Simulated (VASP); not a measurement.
**K: single point with LDA**

Crystal: K.

```xyz
1
Lattice="-2.5242 2.5242 2.5242 2.5242 -2.5242 2.5242 2.5242 2.5242 -2.5242" Properties=species:S:1:pos:R:3 pbc="T T T"
K     0.0000    0.0000    0.0000
```

- Program: VASP 6.6.1
- Task: single point
- Functional: LDA
- Potentials or basis: VASP PAW LDA potentials, release 64 (K_sv)
- Cutoff: 520 eV
- k mesh: 9 × 9 × 9
- Occupations: methfessel-paxton, width 0.01 eV
- Spin: no spin polarisation

```yaml
Pressure: 0.0 GPa
```

Levels at points of the mesh, in eV from the Fermi level:
```csv
k point,band 1,band 2,band 3,band 4,band 5,band 6,band 7,band 8,band 9
"(0.00, 0.00, 0.00)",-31.69,-15.35,-15.35,-15.35,-2.31,4.34,4.34,4.34,5.36
```

Wall time 7.8 s on 1 thread of Intel(R) Xeon(R) 6975P-C (Granite Rapids), on a shared host, peak memory 0.17 GiB.
